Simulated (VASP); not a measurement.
# C (I-4m2) in VASP: single point with PBE

Aim: the single point of C with PBE.

Everything below comes from runs of VASP 6.6.1. Logs are shortened: lines on timing, memory, paths and dates and some standing lists are left out, and cuts for length are marked.

### Step 1. The cell of the first run

Symmetry: I-4m2, No. 119, tetragonal system. Conventional cell: a = 3.606 Å, b = 3.606 Å, c = 6.080 Å, α = 90.00°, β = 90.00°, γ = 90.00°. C (site symmetry -4m2) has 4 C at 1.49 Å within 2.0 Å. C (site symmetry m) has 4 C at 1.49 to 1.57 Å within 2.0 Å.

### Step 2. Single point, PBE

INCAR

```
SYSTEM = C
PREC = Accurate
ENCUT = 520
EDIFF = 1E-6
ISMEAR = 0
SIGMA = 0.1
LREAL = .False.
LASPH = .True.
NELM = 60
ALGO = Normal
ISIF = 2
LWAVE = .False.
LCHARG = .False.
GGA = PE
NBANDS = 18
```

KPOINTS

```
regular mesh
0
Gamma
  6 6 6
  0 0 0
```

POSCAR

```
C
1.0
   -1.8031946800      1.8031946800      3.0398426000
    1.8031946800     -1.8031946800      3.0398426000
    1.8031946800      1.8031946800     -3.0398426000
C
5
Direct
    0.0000000000      0.0000000000      0.0000000000
    0.9937702400      0.7877773100      0.2059929300
    0.2122226900      0.4182156200      0.2059929300
    0.2122226900      0.0062297600      0.7940070700
    0.5817843800      0.7877773100      0.7940070700
```

Potentials or basis: VASP PAW PBE potentials, release 64 (C).

Started as:

```sh
$ cat potpaw_PBE.64/C/POTCAR > POTCAR
$ mpirun -np 1 vasp_std > vasp.out
```

OUTCAR:

```text
SYSTEM = C
   PREC = Accurate
   ENCUT = 520
   EDIFF = 1E-6
   ISMEAR = 0
   LREAL = .False.
   LASPH = .True.
   NELM = 60
   ISIF = 2
   GGA = PE

 ion  position               nearest neighbor table
   1  0.000  0.000  0.000-   2 1.49   3 1.49   4 1.49   5 1.49
   2  0.994  0.788  0.206-   5 1.49   1 1.49   3 1.57   4 1.57
   3  0.212  0.418  0.206-   4 1.49   1 1.49   2 1.57   5 1.57
   4  0.212  0.006  0.794-   3 1.49   1 1.49   5 1.57   2 1.57
   5  0.582  0.788  0.794-   2 1.49   1 1.49   4 1.57   3 1.57

  LATTYP: Found a body centered tetragonal cell.
 ALAT       =     3.6063893600
 C/A-ratio  =     1.6858094324

  Lattice vectors:

 A1 = (  -1.8031946800,   1.8031946800,   3.0398426000)
 A2 = (   1.8031946800,  -1.8031946800,   3.0398426000)
 A3 = (   1.8031946800,   1.8031946800,  -3.0398426000)

Analysis of symmetry for initial positions (statically):
=====================================================================
 Subroutine PRICEL returns:
 Original cell was already a primitive cell.

 Routine SETGRP: Setting up the symmetry group for a
 body centered tetragonal supercell.

 Subroutine GETGRP returns: Found  8 space group operations
 (whereof  8 operations were pure point group operations)
 out of a pool of 16 trial point group operations.

The static configuration has the point symmetry D_2d.

Analysis of symmetry for dynamics (positions and initial velocities):
=====================================================================
 Subroutine PRICEL returns:
 Original cell was already a primitive cell.

 Routine SETGRP: Setting up the symmetry group for a
 body centered tetragonal supercell.

 Subroutine GETGRP returns: Found  8 space group operations
 (whereof  8 operations were pure point group operations)
 out of a pool of 16 trial point group operations.

The dynamic configuration has the point symmetry D_2d.

 Subroutine INISYM returns: Found  8 space group operations
 (whereof  8 operations are pure point group operations),
 and found     1 'primitive' translations

----------------------------------------------------------------------------------------

                                     Primitive cell

  volume of cell :      39.5363

  direct lattice vectors                    reciprocal lattice vectors
    -1.803194680  1.803194680  3.039842600     0.000000000  0.277285645  0.164482200
     1.803194680 -1.803194680  3.039842600     0.277285645  0.000000000  0.164482200
     1.803194680  1.803194680 -3.039842600     0.277285645  0.277285645  0.000000000

  length of vectors
     3.967828769  3.967828769  3.967828769     0.322399943  0.322399943  0.392141120

  position of ions in fractional coordinates (direct lattice)
     0.000000000  0.000000000  0.000000000
     0.993770240  0.787777310  0.205992930
     0.212222690  0.418215620  0.205992930
     0.212222690  0.006229760  0.794007070
     0.581784380  0.787777310  0.794007070

  ion indices of the primitive-cell ions
   primitive index   ion index
                 1           1
                 2           2
                 3           3
                 4           4
                 5           5

----------------------------------------------------------------------------------------

 KPOINTS: regular mesh

Automatic generation of k-mesh.
 Grid dimensions read from file:
 generate k-points for:    6    6    6

 Generating k-lattice:

  Cartesian coordinates                     Fractional coordinates (reciprocal lattice)
     0.000000000  0.046214274  0.027413700     0.166666667  0.000000000  0.000000000
     0.046214274  0.000000000  0.027413700     0.000000000  0.166666667  0.000000000
     0.046214274  0.046214274  0.000000000     0.000000000  0.000000000  0.166666667

  Length of vectors
     0.053733324  0.053733324  0.065356853

  Shift w.r.t. Gamma in fractional coordinates (k-lattice)
     0.000000000  0.000000000  0.000000000

 Subroutine IBZKPT returns following result:
 ===========================================

 Found     30 irreducible k-points:

 Following reciprocal coordinates:
            Coordinates               Weight
  0.000000  0.000000  0.000000      1.000000
  0.166667  0.000000 -0.000000      8.000000
  0.333333 -0.000000  0.000000      8.000000
  0.500000 -0.000000  0.000000      4.000000
  0.166667  0.166667  0.000000      8.000000
  0.333333  0.166667  0.000000     16.000000
[... 16 lines left out ...]
 -0.333333 -0.333333  0.166667      8.000000
 -0.166667 -0.333333  0.166667      8.000000
 [... further k-points ...]
   k-points           NKPTS =     30   k-points in BZ     NKDIM =     30   number of bands    NBANDS=     18
   number of dos      NEDOS =    301   number of ions     NIONS =      5
   total plane-waves  NPLWV =  27000
   dimension x,y,z NGX =    30 NGY =   30 NGZ =   30
   dimension x,y,z NGXF=    60 NGYF=   60 NGZF=   60
   ions per type =               5
   NGX,Y,Z   is equivalent  to a cutoff of  12.57, 12.57, 12.57 a.u.
   NGXF,Y,Z  is equivalent  to a cutoff of  25.14, 25.14, 25.14 a.u.
 SYSTEM =  C
   PREC   = accura    normal or accurate (medium, high low for compatibility)
   ISTART =      0    job   : 0-new  1-cont  2-samecut
   ICHARG =      2    charge: 1-file 2-atom 10-const
   ISPIN  =      1    spin polarized calculation?
   LNONCOLLINEAR =      F non collinear calculations
   LSORBIT =      F    spin-orbit coupling
   LASPH  =      T    aspherical Exc in radial PAW
   ENCUT  =  520.0 eV  38.22 Ry    6.18 a.u.   7.38  7.38  7.38*2*pi/ulx,y,z
   NELM   =     60;   NELMIN=  2; NELMDL= -5     # of ELM steps
   EDIFF  = 0.1E-05   stopping-criterion for ELM
   LREAL  =      F    real-space projection
   EDIFFG = 0.1E-04   stopping-criterion for IOM
   NSW    =      0    number of steps for IOM
   IBRION =     -1    ionic relax: 0-MD 1-quasi-New 2-CG
   NFREE  =      0    steps in history (QN), initial steepest desc. (CG)
   ISIF   =      2    stress and relaxation
   ISYM   =      2    0-nonsym 1-usesym 2-fastsym
   POTIM  = 0.5000    time-step for ionic-motion
   TEBEG  =    0.0;   TEEND  =   0.0 temperature during run
   PSTRESS=    0.0 pullay stress
   NELECT =      20.0000    total number of electrons
   NUPDOWN=      -1.0000    fix difference up-down
   EMIN   =  10.00;   EMAX   =-10.00  energy-range for DOS
   EFERMI =   0.00;   METHOD = LEGACY
   ISMEAR =     0;   SIGMA  =   0.10  broadening in eV -4-tet -1-fermi 0-gaus
   EFERMI_NEDOS =   21; number of points for ismear=-14 and -15
   IALGO  =     38    algorithm
   IMIX   =      4    mixing-type and parameters
     AMIX     =   0.40;   BMIX     =  1.00
     AMIX_MAG =   1.60;   BMIX_MAG =  1.00
  volume/ion in A,a.u.               =       7.91        53.36
  Fermi-wavevector in a.u.,A,eV,Ry     =   1.304426  2.465007 23.150677  1.701527
  Thomas-Fermi vector in A             =   2.435362
   LORBIT       =      0    0 simple, 1 ext, 2 COOP (PROOUT), +10 PAW based schemes
   GGA     = PE    functional components
   LHFCALC =     F    Hartree Fock is set to
   AEXX    =    0.0000 exact exchange contribution
   IVDW    =     0    specifies the selected vdW correction
   LEPSILON=     F    determine dielectric tensor
   LRPA    =     F    only Hartree local field effects (RPA)
 non-spin polarized calculation
 Gauss-broadening in eV      SIGMA  =   0.10
  energy-cutoff  :      520.00
  volume of cell :       39.54
 maximum number of plane-waves:      1089
 NGX is ok and might be reduce to    30
   NGX = 15   NGY = 15   NGZ = 15

 number of electron      20.0000000 magnetization

 Free energy of the ion-electron system (eV)
  ---------------------------------------------------
  ext. energy  EPLUGINS =         0.00000000
  ---------------------------------------------------
  free energy    TOTEN  =       -41.84106258 eV

  energy without entropy =      -41.84106258  energy(sigma->0) =      -41.84106258

 E-fermi :   5.1695     XC(G=0): -10.9126

 val. band max:        4.7059874975   @ k =   0.5000   0.5000   0.1667
 cond. band min:       7.5819479488   @ k =   0.5000   0.5000   0.0000
 fundamental gap:      2.8759604513
 Fermi energy:         5.1695075050

 k-point     1 :       0.0000    0.0000    0.0000
  band No.  band energies     occupation
      1     -14.8132      2.00000
      2      -9.2823      2.00000
      3      -7.2891      2.00000
      4      -3.0330      2.00000
      5      -3.0330      2.00000
      6      -0.3736      2.00000
[... 10 lines left out ...]
     17      17.5036      0.00000
     18      18.9538      0.00000

 k-point     2 :       0.1667    0.0000   -0.0000
  band No.  band energies     occupation
      1     -14.5760      2.00000
      2      -9.7043      2.00000
      3      -7.5687      2.00000
      4      -3.0919      2.00000
      5      -3.0084      2.00000
      6      -0.9078      2.00000
[... 10 lines left out ...]
     17      17.4016      0.00000
     18      18.5036      0.00000

 k-point     3 :       0.3333   -0.0000    0.0000
  band No.  band energies     occupation
      1     -13.9349      2.00000
      2     -10.7628      2.00000
      3      -7.9287      2.00000
      4      -3.2695      2.00000
      5      -2.9049      2.00000
      6      -1.3766      2.00000
[... 10 lines left out ...]
     17      16.4638      0.00000
     18      18.2497      0.00000

 k-point     4 :       0.5000   -0.0000    0.0000
  band No.  band energies     occupation
      1     -13.3933      2.00000
      2     -11.5159      2.00000
      3      -8.0557      2.00000
      4      -3.3718      2.00000
      5      -2.8166      2.00000
      6      -1.5367      2.00000
[... 375 lines left out ...]
      4      -3.8127      2.00000
      5      -3.4459      2.00000
      6      -1.0774      2.00000
[... 10 lines left out ...]
     17      16.1209      0.00000
     18      17.5804      0.00000

 k-point    23 :      -0.3333   -0.3333    0.1667
  band No.  band energies     occupation
      1     -13.5947      2.00000
      2     -11.3491      2.00000
      3      -7.5952      2.00000
      4      -4.4034      2.00000
      5      -3.4532      2.00000
      6      -1.0771      2.00000
[... 10 lines left out ...]
     17      16.0520      0.00000
     18      17.3079      0.00000

 k-point    24 :      -0.1667   -0.3333    0.1667
  band No.  band energies     occupation
      1     -14.1193      2.00000
      2     -10.6999      2.00000
      3      -7.2190      2.00000
      4      -3.7955      2.00000
      5      -3.7100      2.00000
      6      -1.4687      2.00000
[... 10 lines left out ...]
     17      15.6688      0.00000
     18      17.9112      0.00000

 [... further k-points ...]
[... 5 lines left out ...]
  --------------------------------------------------------------------------------------
  -------------------------------------------------------------------------------------
  Total       -0.8522418     -0.8522418     -1.4055909      0.0000000      0.0000000      0.0000000
  in kB      -34.5364010    -34.5364010    -56.9604223      0.0000000      0.0000000      0.0000000
  external PRESSURE =     -42.0110748 kB  Pullay stress =       0.0000000 kB

 VOLUME and BASIS-vectors are now :
 -----------------------------------------------------------------------------
  energy-cutoff  :      520.00
  volume of cell :       39.54
      direct lattice vectors                 reciprocal lattice vectors
    -1.803194680  1.803194680  3.039842600     0.000000000  0.277285645  0.164482200
     1.803194680 -1.803194680  3.039842600     0.277285645  0.000000000  0.164482200
     1.803194680  1.803194680 -3.039842600     0.277285645  0.277285645  0.000000000

 POSITION                                       TOTAL-FORCE (eV/Angst)
 -----------------------------------------------------------------------------------
      0.00000      0.00000      0.00000         0.000000     -0.000000     -0.000000
      0.00000      0.74289      4.78944         0.000000      0.918344     -1.525323
      0.74289      0.00000      1.29025         0.918344     -0.000000      1.525323
      1.06030      1.80319     -1.74960        -0.918344     -0.000000      1.525323
      1.80319      1.06030      1.74960        -0.000000     -0.918344     -1.525323
 -----------------------------------------------------------------------------------
    total drift:                                0.000000     -0.000000      0.000000

  FREE ENERGIE OF THE ION-ELECTRON SYSTEM (eV)
  ---------------------------------------------------
  free  energy   TOTEN  =       -41.8410625784 eV

  energy  without entropy=      -41.8410625784  energy(sigma->0) =      -41.84106258
```

Wall time 25 s (1 thread of Intel Xeon 8259CL, shared host); peak memory 0.16 GiB.

What came out:

* Free energy: -41.8411 eV
* Pressure: -4.2 GPa
* Largest force: 1.780 eV/Å
* Band gap on the k mesh: 2.88 eV, indirect (least direct gap 3.25 eV)

Forces on the atoms (eV/Å):
```
C    0.000  0.000  0.000
C    0.000  0.918 -1.525
C    0.918  0.000  1.525
C   -0.918  0.000  1.525
C    0.000 -0.918 -1.525
```

Caveat: forces of over 1 eV/Å act on the atoms, so gaps and moduli don't describe the material at rest.
